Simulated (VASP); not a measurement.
Input of a VASP 6.6.1 run:

File INCAR:

```
SYSTEM = AlRu
PREC = Accurate
ENCUT = 500
EDIFF = 1E-6
ISMEAR = 0
SIGMA = 0.1
LREAL = .FALSE.
LASPH = .TRUE.
NELM = 120
ALGO = Normal
ISIF = 2
LWAVE = .FALSE.
LCHARG = .FALSE.
GGA = PS
NBANDS = 16
GGA_COMPAT = .FALSE.
```

Contents of KPOINTS:

```
Automatic mesh
0
G
  14 14 14
  0 0 0
```

Contents of POSCAR:

```
AlRu
1.0
    2.9763280610      0.0000000000      0.0000000000
    0.0000000000      2.9763280610      0.0000000000
    0.0000000000      0.0000000000      2.9763280610
Al Ru
1 1
Direct
    0.0000000000      0.0000000000      0.0000000000
    0.5000000000      0.5000000000      0.5000000000
```

Potentials or basis: VASP PAW PBE potentials, release 64 (Al, Ru_pv).

Run with:

```sh
$ cat potpaw_PBE.64/Al/POTCAR potpaw_PBE.64/Ru_pv/POTCAR > POTCAR
$ mpirun -np 1 vasp_std > vasp.out
```

**Question.** Predict the pressure.

**Answer.** 0.1 GPa.

Caveat: the PAW data sets were made with another functional, which shifts forces and pressure a little.
